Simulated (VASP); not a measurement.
SiC2F:

```
Si C F
1.0
     4.72779    0.00000    0.00000
    -2.36389    4.09438    0.00000
     0.00000    0.00000    3.10082
Si C F
1 2 1
Direct
  0.00000 0.00000 0.50000
  0.33333 0.66667 0.50000
  0.66667 0.33333 0.50000
  0.00000 0.00000 0.00000
```

Base run:

- Program: VASP 6.6.1
- Functional: PBE
- Potentials or basis: VASP PAW PBE potentials, release 64 (Si, C, F)
- Cutoff: 520 eV
- k mesh: 6 × 6 × 6
- Occupations: gaussian, width 0.1 eV
- Spin: no spin polarisation

Its results: pressure -1.3 GPa.

**Question.** The run is repeated on the same cell with these changes: spin from no spin polarisation to collinear spin, ferromagnetic start; further incar settings from ALGO = Normal; EDIFF = 1e-06; NBANDS = 18 to ALGO = Normal; EDIFF = 1e-07; NBANDS = 22. What comes out?

**Answer.** Pressure -1.4 GPa; net moment 0.68 μB per cell; site moments Si +0.03; C +0.15; F +0.01 μB.

Caveats: an odd number of electrons without spin polarisation forces a metal (some runs); a magnetic or distorted state may lie lower (some runs).
